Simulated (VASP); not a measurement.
# ScIn3SbP (P-6m2) in VASP: a series of runs, part 3 of 3

VASP 6.6.1. The steps go on from the part before.

## (7) Single point, PBE

This run uses another cell than the first one, of 26.01 Å³/atom.

The input, INCAR:

```
ALGO = Normal
EDIFF = 1E-6
ENCUT = 520
GGA = PE
ISIF = 2
ISMEAR = 0
LASPH = True
LCHARG = True
LELF = True
LREAL = False
LVHAR = True
LWAVE = False
NBANDS = 39
NELM = 80
PREC = Accurate
SIGMA = 0.1
```

The input, KPOINTS:

```
k-points
0
Gamma
  12 12 8
```

The input, POSCAR:

```
ScIn3SbP
1.0
    5.7197370914      0.0000000000      0.0000000000
   -2.8598685457      4.9534376241      0.0000000000
    0.0000000000      0.0000000000      5.5078495835
Sc In Sb P
1 3 1 1
Direct
    0.0000000000      0.0000000000      0.0000000000
    0.4980351890      0.9960703779      0.5000000000
    0.0039296221      0.5019648110      0.5000000000
    0.4980351890      0.5019648110      0.5000000000
    0.6666666667      0.3333333333      0.0000000000
    0.3333333333      0.6666666667      0.0000000000
```

Potentials or basis: VASP PAW PBE potentials, release 64 (Sc_sv, In_d, Sb, P).

Command:

```bash
$ cat potpaw_PBE.64/Sc_sv/POTCAR potpaw_PBE.64/In_d/POTCAR potpaw_PBE.64/Sb/POTCAR potpaw_PBE.64/P/POTCAR > POTCAR
$ mpirun -np 1 vasp_std > vasp.out
```

OUTCAR:

```text
EDIFF = 1E-6
   ENCUT = 520
   GGA = PE
   ISIF = 2
   ISMEAR = 0
   LASPH = True
   LREAL = False
   NELM = 80
   PREC = Accurate

 ion  position               nearest neighbor table
   1  0.000  0.000  0.000-   5 3.30   5 3.30   5 3.30
   2  0.498  0.996  0.500-   3 2.83   4 2.83   3 2.89   4 2.89   6 3.20   6 3.20   5 3.22   5 3.22

   3  0.004  0.502  0.500-   2 2.83   4 2.83   2 2.89   4 2.89   6 3.20   6 3.20   5 3.22   5 3.22

   4  0.498  0.502  0.500-   2 2.83   3 2.83   2 2.89   3 2.89   6 3.20   6 3.20   5 3.22   5 3.22

   5  0.667  0.333  0.000-   2 3.22   2 3.22   3 3.22   3 3.22   4 3.22   4 3.22   6 3.30   1 3.30
                             6 3.30   1 3.30   1 3.30   6 3.30
   6  0.333  0.667  0.000-   2 3.20   2 3.20   3 3.20   3 3.20   4 3.20   4 3.20   5 3.30   5 3.30
                             5 3.30

  LATTYP: Found a hexagonal cell.
 ALAT       =     5.7197370914
 C/A-ratio  =     0.9629550267

  Lattice vectors:

 A1 = (   5.7197370914,   0.0000000000,   0.0000000000)
 A2 = (  -2.8598685457,   4.9534376241,   0.0000000000)
 A3 = (   0.0000000000,   0.0000000000,   5.5078495835)

Analysis of symmetry for initial positions (statically):
=====================================================================
 Subroutine PRICEL returns:
 Original cell was already a primitive cell.

 Routine SETGRP: Setting up the symmetry group for a
 hexagonal supercell.

 Subroutine GETGRP returns: Found 12 space group operations
 (whereof 12 operations were pure point group operations)
 out of a pool of 24 trial point group operations.

The static configuration has the point symmetry D_3h.

Analysis of symmetry for dynamics (positions and initial velocities):
=====================================================================
 Subroutine PRICEL returns:
 Original cell was already a primitive cell.

 Routine SETGRP: Setting up the symmetry group for a
[... 135 lines left out ...]
  volume/ion in A,a.u.               =      26.01       175.51
  Fermi-wavevector in a.u.,A,eV,Ry     =   1.190429  2.249585 19.281117  1.417122
  Thomas-Fermi vector in A             =   2.326514
   LORBIT       =      0    0 simple, 1 ext, 2 COOP (PROOUT), +10 PAW based schemes
   GGA     = PE    functional components
   LHFCALC =     F    Hartree Fock is set to
   AEXX    =    0.0000 exact exchange contribution
   IVDW    =     0    specifies the selected vdW correction
   LEPSILON=     F    determine dielectric tensor
   LRPA    =     F    only Hartree local field effects (RPA)
 non-spin polarized calculation
 Gauss-broadening in eV      SIGMA  =   0.10
  energy-cutoff  :      520.00
  volume of cell :      156.05
 maximum number of plane-waves:      4244
 NGX is ok and might be reduce to    48
   NGX = 21   NGY = 21   NGZ = 21

 number of electron      60.0000008 magnetization

 Free energy of the ion-electron system (eV)
  ---------------------------------------------------
  ext. energy  EPLUGINS =         0.00000000
  ---------------------------------------------------
  free energy    TOTEN  =       -22.16550287 eV

  energy without entropy =      -22.14841383  energy(sigma->0) =      -22.15695835

 E-fermi :   6.5836     XC(G=0):  -9.8771

 val. band max:        6.5808532507   @ k =   0.3333   0.2500   0.2500
 cond. band min:       6.5874075228   @ k =   0.2500   0.1667   0.2500
 fundamental gap:      0.0065542721
 Fermi energy:         6.5835994709

 k-point     1 :       0.0000    0.0000    0.0000
  band No.  band energies     occupation
      1     -44.3515      2.00000
      2     -23.1496      2.00000
      3     -22.8261      2.00000
      4     -22.8261      2.00000
      5      -8.9229      2.00000
      6      -8.6870      2.00000
[... 997 lines left out ...]
     38       9.4312      0.00000
     39       9.8001      0.00000

 [... further k-points ...]

------------------------ aborting loop because EDIFF is reached ----------------------------------------

  FORCE on cell =-STRESS in cart. coord.  units (eV):
  Direction    XX          YY          ZZ          XY          YZ          ZX
  --------------------------------------------------------------------------------------
  -------------------------------------------------------------------------------------
  Total       -0.0239835     -0.0239835     -0.0285930      0.0000000      0.0000000     -0.0000000
  in kB       -0.2462395     -0.2462395     -0.2935662      0.0000000      0.0000000     -0.0000000
  external PRESSURE =      -0.2620151 kB  Pullay stress =       0.0000000 kB

 VOLUME and BASIS-vectors are now :
 -----------------------------------------------------------------------------
  energy-cutoff  :      520.00
  volume of cell :      156.05
      direct lattice vectors                 reciprocal lattice vectors
     5.719737091  0.000000000  0.000000000     0.174833211  0.100940001  0.000000000
    -2.859868546  4.953437624  0.000000000     0.000000000  0.201880003  0.000000000
     0.000000000  0.000000000  5.507849583     0.000000000  0.000000000  0.181559061

 POSITION                                       TOTAL-FORCE (eV/Angst)
 -----------------------------------------------------------------------------------
      0.00000      0.00000      0.00000        -0.000000     -0.000000      0.000000
      0.00000      4.93397      2.75392         0.000000     -0.001159     -0.000000
     -1.41308      2.48645      2.75392         0.001004      0.000579      0.000000
      1.41308      2.48645      2.75392        -0.001004      0.000579      0.000000
      2.85987      1.65115      0.00000         0.000000      0.000000      0.000000
     -0.00000      3.30229      0.00000         0.000000     -0.000000      0.000000
 -----------------------------------------------------------------------------------
    total drift:                               -0.000000      0.000000      0.000000

  FREE ENERGIE OF THE ION-ELECTRON SYSTEM (eV)
  ---------------------------------------------------
  free  energy   TOTEN  =       -22.1655028676 eV

  energy  without entropy=      -22.1484138299  energy(sigma->0) =      -22.15695835
```

OSZICAR:

```text
N       E                     dE             d eps       ncg     rms          rms(c)
DAV:   1     0.618665272555E+03    0.61867E+03   -0.26585E+04  7410   0.178E+03
DAV:   2     0.494673272455E+02   -0.56920E+03   -0.55991E+03  7410   0.509E+02
DAV:   3    -0.211610178708E+02   -0.70628E+02   -0.68687E+02  9393   0.198E+02
DAV:   4    -0.250404545107E+02   -0.38794E+01   -0.38187E+01  9871   0.473E+01
DAV:   5    -0.252425774711E+02   -0.20212E+00   -0.20183E+00 12226   0.123E+01    0.940E+00
DAV:   6    -0.222952014337E+02    0.29474E+01   -0.10019E+01 10822   0.162E+01    0.520E+00
DAV:   7    -0.223193047252E+02   -0.24103E-01   -0.26143E+00 10489   0.903E+00    0.309E+00
DAV:   8    -0.222052777753E+02    0.11403E+00   -0.55500E-01 10872   0.457E+00    0.155E+00
DAV:   9    -0.221676393005E+02    0.37638E-01   -0.10190E-01 10526   0.208E+00    0.464E-01
DAV:  10    -0.221658017616E+02    0.18375E-02   -0.10596E-02 11006   0.469E-01    0.304E-01
DAV:  11    -0.221665750656E+02   -0.77330E-03   -0.10493E-02 10311   0.589E-01    0.217E-01
DAV:  12    -0.221654953672E+02    0.10797E-02   -0.27681E-03 10393   0.318E-01    0.487E-02
DAV:  13    -0.221655149848E+02   -0.19618E-04   -0.17602E-04 10071   0.727E-02    0.306E-02
DAV:  14    -0.221655075986E+02    0.73862E-05   -0.18655E-05  9739   0.260E-02    0.173E-02
DAV:  15    -0.221655032508E+02    0.43478E-05   -0.98337E-06  8893   0.192E-02    0.587E-03
DAV:  16    -0.221655028676E+02    0.38325E-06   -0.66480E-07  5727   0.578E-03
   1 F= -.22165503E+02 E0= -.22156958E+02  d E =-.170890E-01
```

stdout:

```text
POSCAR found type information on POSCAR ScInSbP
 POSCAR found :  4 types and       6 ions
 scaLAPACK will be used
 LDA part: xc-table for (Slater+PW92), standard interpolation
 POSCAR, INCAR and KPOINTS ok, starting setup
 FFT: planning ... GRIDC
 FFT: planning ... GRID_SOFT
 FFT: planning ... GRID
 WAVECAR not read
 entering main loop
```

Wall time 8.1 min (1 thread of Intel Xeon 6975P-C (Granite Rapids), shared host); peak memory 0.7 GiB.

Results:

* Free energy: -22.1655 eV
* Pressure: 0.0 GPa
* Band gap on the k mesh: zero (bands 30 and 31 overlap by 1.25 eV)

Levels at points of the mesh, in eV from the Fermi level:
```
           k point  band 27  band 28  band 29  band 30  band 31  band 32  band 33  band 34
(0.00, 0.00, 0.00)    -2.03    -2.03    -0.59    -0.10    -0.10     0.31     0.57     0.57
(0.50, 0.00, 0.00)    -2.52    -0.95    -0.84    -0.47    -0.05     0.15     1.00     1.11
(0.00, 0.00, 0.50)    -2.12    -1.36    -1.36    -0.67    -0.67    -0.05     0.26     1.52
(0.50, 0.00, 0.50)    -2.49    -0.35    -0.09     0.48     0.61     0.94     0.99     1.06
```

Caveat: spin-orbit coupling is left out, which moves the levels of the heavy elements.

## (8) Overview

```csv
task,cell,k mesh,cutoff (eV),gap on the mesh (eV),pressure (GPa),largest force (eV/Å)
single point,"a = 6.147, b = 6.147, c = 4.611 Å, angles 90.0, 90.0, 120.0°, 6 atoms, atomic positions A",3 × 3 × 4,520,none,3.5,1.27
single point,"a = 5.733, b = 5.733, c = 5.467 Å, angles 90.0, 90.0, 120.0°, 6 atoms, atomic positions B",3 × 3 × 4,520,none,0.0,-
single point,"a = 5.733, b = 5.733, c = 5.467 Å, angles 90.0, 90.0, 120.0°, 6 atoms, atomic positions B",6 × 6 × 4,520,none,0.2,0.01
relaxation of cell and atoms,"relaxed from a = 6.147, b = 6.147, c = 4.611 Å, angles 90.0, 90.0, 120.0°, 6 atoms, atomic positions A",3 × 3 × 4,600,none,0.0,0.03
relaxation of cell and atoms,"relaxed from a = 5.733, b = 5.733, c = 5.467 Å, angles 90.0, 90.0, 120.0°, 6 atoms, atomic positions B",6 × 6 × 4,600,none,0.2,0.01
single point,"a = 5.720, b = 5.720, c = 5.508 Å, angles 90.0, 90.0, 120.0°, 6 atoms, atomic positions C",12 × 12 × 8,520,none,0.0,-
```

Alike in all rows: level PBE; potentials or basis VASP PAW PBE potentials, release 64 (Sc_sv, In_d, Sb, P); no spin polarisation; smearing gaussian 0.1 eV.

Caveats: some runs use coarse meshes; spin-orbit coupling is left out, which moves the levels of the heavy elements; forces of over 1 eV/Å act on the atoms, so gaps and moduli don't describe the material at rest (at least some runs); a cell axis changed by over 15 % at a fixed basis, so the end point is rough (at least some runs); the relaxation stopped at its first step, so nothing moved (at least some runs).

Total energies depend on the potentials used, so only differences within one code and one set of settings carry meaning.

The gap in the log of VASP goes by the Fermi energy; the results here count the filled bands.